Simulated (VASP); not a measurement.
# Mo (Im-3m) in VASP: a series of runs, part 2 of 2

VASP 6.6.1. The steps go on from the part before.

## (3) Single point, PBE

This run uses another cell than the first one, of 14.41 Å³/atom, 1.028 times its volume.

Contents of INCAR:

```
SYSTEM = Mo
PREC     = Accurate       ! precision mode
ENCUT    = 520            ! plane-wave cutoff, eV
EDIFF    = 1E-7           ! SCF threshold, eV
ISMEAR   = 1              ! smearing method
SIGMA    = 0.1            ! smearing width, eV
LREAL    = .FALSE.        ! projectors in reciprocal space
LASPH    = .TRUE.         ! aspherical terms in the spheres
NELM     = 100            ! most SCF steps
ALGO     = Normal         ! electronic algorithm
ISIF     = 2              ! what is computed and relaxed
LWAVE    = .FALSE.        ! write WAVECAR
LCHARG   = .FALSE.        ! write CHGCAR
GGA      = PE             ! functional
NBANDS   = 13             ! bands
```

Contents of KPOINTS:

```
Automatic mesh
0
G
  13 13 13
  0 0 0
```

Contents of POSCAR:

```
Mo
1.0
   -1.5330530979      1.5330530979      1.5330530979
    1.5330530979     -1.5330530979      1.5330530979
    1.5330530979      1.5330530979     -1.5330530979
Mo
1
Direct
    0.0000000000      0.0000000000      0.0000000000
```

Potentials or basis: VASP PAW PBE potentials, release 64 (Mo_sv).

Launch:

```console
cat potpaw_PBE.64/Mo_sv/POTCAR > POTCAR
mpirun -np 1 vasp_std > vasp.out
```

OUTCAR:

```text
SYSTEM = Mo
   PREC = Accurate
   ENCUT = 520
   EDIFF = 1E-7
   ISMEAR = 1
   LREAL = .FALSE.
   LASPH = .TRUE.
   NELM = 100
   ISIF = 2
   GGA = PE

 ion  position               nearest neighbor table
   1  0.000  0.000  0.000-

  LATTYP: Found a body centered cubic cell.
 ALAT       =     3.0661061958

  Lattice vectors:

 A1 = (  -1.5330530979,   1.5330530979,   1.5330530979)
 A2 = (   1.5330530979,  -1.5330530979,   1.5330530979)
 A3 = (   1.5330530979,   1.5330530979,  -1.5330530979)

Analysis of symmetry for initial positions (statically):
=====================================================================
 Subroutine PRICEL returns:
 Original cell was already a primitive cell.

 Routine SETGRP: Setting up the symmetry group for a
 body centered cubic supercell.

 Subroutine GETGRP returns: Found 48 space group operations
 (whereof 48 operations were pure point group operations)
 out of a pool of 48 trial point group operations.

The static configuration has the point symmetry O_h .

Analysis of symmetry for dynamics (positions and initial velocities):
=====================================================================
 Subroutine PRICEL returns:
 Original cell was already a primitive cell.

 Routine SETGRP: Setting up the symmetry group for a
 body centered cubic supercell.

 Subroutine GETGRP returns: Found 48 space group operations
 (whereof 48 operations were pure point group operations)
 out of a pool of 48 trial point group operations.

The dynamic configuration has the point symmetry O_h .

 Subroutine INISYM returns: Found 48 space group operations
 (whereof 48 operations are pure point group operations),
 and found     1 'primitive' translations

----------------------------------------------------------------------------------------

                                     Primitive cell

[... 108 lines left out ...]
     AMIX_MAG =   1.60;   BMIX_MAG =  1.00
  volume/ion in A,a.u.               =      14.41        97.26
  Fermi-wavevector in a.u.,A,eV,Ry     =   1.621338  3.063885 35.766151  2.628738
  Thomas-Fermi vector in A             =   2.715131
   LORBIT       =      0    0 simple, 1 ext, 2 COOP (PROOUT), +10 PAW based schemes
   GGA     = PE    functional components
   LHFCALC =     F    Hartree Fock is set to
   AEXX    =    0.0000 exact exchange contribution
   IVDW    =     0    specifies the selected vdW correction
   LEPSILON=     F    determine dielectric tensor
   LRPA    =     F    only Hartree local field effects (RPA)
 non-spin polarized calculation
 Methfessel and Paxton  Order N= 1 SIGMA  =   0.10
  energy-cutoff  :      520.00
  volume of cell :       14.41
 maximum number of plane-waves:       400
   NGX =  9   NGY =  9   NGZ =  9

 number of electron      13.9999999 magnetization

 Free energy of the ion-electron system (eV)
  ---------------------------------------------------
  ext. energy  EPLUGINS =         0.00000000
  ---------------------------------------------------
  free energy    TOTEN  =       -10.82037457 eV

  energy without entropy =      -10.81912158  energy(sigma->0) =      -10.81995691

 E-fermi :  14.0907     XC(G=0): -13.8548

 val. band max:       14.0724687951   @ k =  -0.2308   0.3077   0.0769
 cond. band min:      14.1140253386   @ k =  -0.3846   0.3846   0.2308
 fundamental gap:      0.0415565435
 Fermi energy:        14.0906901346

 k-point     1 :       0.0000    0.0000    0.0000
  band No.  band energies     occupation
      1     -47.3630      2.00000
      2     -20.4146      2.00000
      3     -20.4146      2.00000
      4     -20.4146      2.00000
      5       6.4646      2.00000
      6      12.4131      2.00000
      7      12.4131      2.00000
      8      12.4131      2.00000
      9      15.7535     -0.00000
     10      15.7535     -0.00000
     11      28.8859      0.00000
     12      28.8859      0.00000
     13      28.8859      0.00000
[... 354 lines left out ...]
  band No.  band energies     occupation
      1     -47.0994      2.00000
      2     -21.7038      2.00000
      3     -20.8079      2.00000
      4     -20.5204      2.00000
      5       9.1911      2.00000
      6      10.6581      2.00000
      7      11.9588      2.00000
      8      15.5400     -0.00000
      9      16.1230      0.00000
     10      17.7048      0.00000
     11      28.7804      0.00000
     12      29.8519      0.00000
     13      33.6365      0.00000

 [... further k-points ...]
[... 5 lines left out ...]
  --------------------------------------------------------------------------------------
  -------------------------------------------------------------------------------------
  Total        2.6180470      2.6180470      2.6180470      0.0000000      0.0000000      0.0000000
  in kB      291.0425194    291.0425194    291.0425194      0.0000000      0.0000000      0.0000000
  external PRESSURE =     291.0425194 kB  Pullay stress =       0.0000000 kB

 VOLUME and BASIS-vectors are now :
 -----------------------------------------------------------------------------
  energy-cutoff  :      520.00
  volume of cell :       14.41
      direct lattice vectors                 reciprocal lattice vectors
    -1.533053098  1.533053098  1.533053098     0.000000000  0.326146564  0.326146564
     1.533053098 -1.533053098  1.533053098     0.326146564  0.000000000  0.326146564
     1.533053098  1.533053098 -1.533053098     0.326146564  0.326146564  0.000000000

 POSITION                                       TOTAL-FORCE (eV/Angst)
 -----------------------------------------------------------------------------------
      0.00000      0.00000      0.00000        -0.000000      0.000000     -0.000000
 -----------------------------------------------------------------------------------
    total drift:                                0.000000     -0.000000     -0.000000

  FREE ENERGIE OF THE ION-ELECTRON SYSTEM (eV)
  ---------------------------------------------------
  free  energy   TOTEN  =       -10.8203745696 eV

  energy  without entropy=      -10.8191215841  energy(sigma->0) =      -10.81995691
```

OSZICAR:

```text
N       E                     dE             d eps       ncg     rms          rms(c)
DAV:   1     0.911703784921E+02    0.91170E+02   -0.81041E+03  2192   0.111E+03
DAV:   2    -0.102520053205E+02   -0.10142E+03   -0.97353E+02  2504   0.312E+02
DAV:   3    -0.114018479928E+02   -0.11498E+01   -0.11477E+01  2454   0.330E+01
DAV:   4    -0.114042554103E+02   -0.24074E-02   -0.24073E-02  2444   0.185E+00
DAV:   5    -0.114042705657E+02   -0.15155E-04   -0.15155E-04  2484   0.128E-01    0.177E+01
DAV:   6    -0.109000908753E+02    0.50418E+00   -0.59431E-01  2259   0.972E+00    0.563E+00
DAV:   7    -0.108241458531E+02    0.75945E-01   -0.13371E-01  2424   0.442E+00    0.774E-01
DAV:   8    -0.108203598261E+02    0.37860E-02   -0.36744E-03  2279   0.764E-01    0.272E-01
DAV:   9    -0.108203703968E+02   -0.10571E-04   -0.96835E-05  2482   0.120E-01    0.116E-01
DAV:  10    -0.108203742320E+02   -0.38352E-05   -0.80761E-06  2314   0.325E-02    0.994E-03
DAV:  11    -0.108203746186E+02   -0.38657E-06   -0.74105E-08  1767   0.344E-03    0.367E-03
DAV:  12    -0.108203745696E+02    0.48968E-07   -0.72461E-09  1172   0.110E-03
   1 F= -.10820375E+02 E0= -.10819957E+02  d E =-.125299E-02
```

stdout:

```text
POSCAR found type information on POSCAR Mo
 POSCAR found :  1 types and       1 ions
 scaLAPACK will be used
 LDA part: xc-table for (Slater+PW92), standard interpolation
 POSCAR, INCAR and KPOINTS ok, starting setup
 FFT: planning ... GRIDC
 FFT: planning ... GRID_SOFT
 FFT: planning ... GRID
 WAVECAR not read
 entering main loop
```

Wall time 15 s (1 thread of Intel Xeon 8259CL, shared host); peak memory 0.13 GiB.

Results:

| Property | Result |
| --- | --- |
| Free energy | -10.8204 eV |
| Pressure | 29.1 GPa |
| Band gap on the k mesh | zero (band 7 reaches 17.98 eV, above the bottom of band 8 at 12.41 eV) |

## (4) Single point, PBE

This run uses another cell than the first one, of 14.80 Å³/atom, 1.056 times its volume.

Contents of INCAR:

```
SYSTEM = Mo
PREC = Accurate ; ENCUT = 520
EDIFF = 1E-6 ; ISMEAR = 1
SIGMA = 0.1 ; LREAL = .FALSE.
LASPH = .TRUE. ; NELM = 100
ALGO = Normal ; ISIF = 2
LWAVE = .FALSE. ; LCHARG = .TRUE.
GGA = PE ; LELF = .TRUE.
LVHAR = .TRUE. ; NBANDS = 13
```

KPOINTS is that of step 3.

Contents of POSCAR:

```
Mo
1.0
   -1.5467417963      1.5467417963      1.5467417963
    1.5467417963     -1.5467417963      1.5467417963
    1.5467417963      1.5467417963     -1.5467417963
Mo
1
Direct
    0.0000000000      0.0000000000      0.0000000000
```

Launch:

```console
cat potpaw_PBE.64/Mo_sv/POTCAR > POTCAR
mpirun -np 1 vasp_std > vasp.out
```

Run time: 16 s. Hardware: 1 thread of Intel Xeon 8259CL, shared host; peak memory 0.13 GiB.

Results (log left out):

```yaml
Free_energy: -10.8793 eV
Pressure: 19.5 GPa
Band_gap_on_the_k_mesh: zero (band 7 reaches 17.38 eV, above the bottom of band 8 at 12.02 eV)
```

Levels at points of the mesh, in eV from the Fermi level:
```
           k point  band 4  band 5  band 6  band 7  band 8  band 9  band 10  band 11
(0.00, 0.00, 0.00)  -34.57   -7.56   -1.62   -1.62   -1.62    1.61     1.61    14.76
```

## (5) Single point, PBE

This run uses another cell than the first one, of 15.19 Å³/atom, 1.083 times its volume.

Contents of INCAR:

```
PREC     = Accurate       # precision mode
ENCUT    = 520            # plane-wave cutoff, eV
EDIFF    = 1E-6           # SCF threshold, eV
ISMEAR   = 1              # smearing method
SIGMA    = 0.1            # smearing width, eV
LREAL    = False          # projectors in reciprocal space
LASPH    = True           # aspherical terms in the spheres
NELM     = 60             # most SCF steps
ALGO     = Normal         # electronic algorithm
ISIF     = 2              # what is computed and relaxed
LWAVE    = False          # write WAVECAR
LCHARG   = True           # write CHGCAR
GGA      = PE             # functional
LELF     = True           # ELF
LVHAR    = True         
NBANDS   = 13             # bands
```

Contents of KPOINTS:

```
regular mesh
0
Gamma
  13 13 13
```

Contents of POSCAR:

```
Mo
1.0
   -1.5601924001      1.5601924001      1.5601924001
    1.5601924001     -1.5601924001      1.5601924001
    1.5601924001      1.5601924001     -1.5601924001
Mo
1
Direct
    0.0000000000      0.0000000000      0.0000000000
```

Launch:

```console
cat potpaw_PBE.64/Mo_sv/POTCAR > POTCAR
mpirun -np 1 vasp_std > vasp.out
```

Wall time 16 s (1 thread of Intel Xeon 8259CL, shared host); peak memory 0.13 GiB.

It converged, with:

```yaml
Free_energy: -10.9162 eV
Pressure: 10.9 GPa
Band_gap_on_the_k_mesh: zero (band 7 reaches 16.81 eV, above the bottom of band 8 at 11.64 eV)
```

Levels at points of the mesh, in eV from the Fermi level:
```tsv
k point	band 4	band 5	band 6	band 7	band 8	band 9	band 10	band 11
(0.00, 0.00, 0.00)	-34.63	-7.48	-1.57	-1.57	-1.57	1.56	1.56	14.72
```

## (6) Single point, PBE

This run uses another cell than the first one, of 15.58 Å³/atom, 1.111 times its volume.

Contents of INCAR:

```
ALGO = Normal
EDIFF = 1E-6
ENCUT = 520
GGA = PE
ISIF = 2
ISMEAR = 1
LASPH = T
LCHARG = F
LREAL = F
LWAVE = F
NBANDS = 13
NELM = 60
PREC = Accurate
SIGMA = 0.1
```

Contents of KPOINTS:

```
k-points
0
Gamma
  13 13 13
```

Contents of POSCAR:

```
Mo
1.0
   -1.5734150000      1.5734150000      1.5734150000
    1.5734150000     -1.5734150000      1.5734150000
    1.5734150000      1.5734150000     -1.5734150000
Mo
1
Direct
    0.0000000000      0.0000000000      0.0000000000
```

Potentials or basis: VASP PAW PBE potentials, release 64 (Mo_sv).

Launch:

```console
cat potpaw_PBE.64/Mo_sv/POTCAR > POTCAR
mpirun -np 1 vasp_std > vasp.out
```

It took 16 s on 1 thread of Intel Xeon 8259CL, shared host; peak memory 0.13 GiB.

Results (log left out):

- Free energy: -10.9339 eV
- Pressure: 3.6 GPa
- Band gap on the k mesh: zero (band 7 reaches 16.27 eV, above the bottom of band 8 at 11.28 eV)

Levels at points of the mesh, in eV from the Fermi level:
```
           k point  band 5  band 6  band 7  band 8  band 9  band 10
(0.00, 0.00, 0.00)   -7.40   -1.52   -1.52   -1.52    1.52     1.52
```

## (7) The runs side by side

```tsv
cell	gap on the mesh (eV)	pressure (GPa)
a = 2.631 Å, angles 109.5°, 1 atom	none	40.0
a = 2.655 Å, angles 109.5°, 1 atom	none	29.1
a = 2.679 Å, angles 109.5°, 1 atom	none	19.5
a = 2.702 Å, angles 109.5°, 1 atom	none	10.9
a = 2.725 Å, angles 109.5°, 1 atom	none	3.6
```

Alike in all rows: task single point; level PBE; potentials or basis VASP PAW PBE potentials, release 64 (Mo_sv); no spin polarisation; k mesh 13 × 13 × 13; cutoff (eV) 520; smearing methfessel-paxton 0.1 eV.

Absolute energies hang on the potentials; compare differences alone.
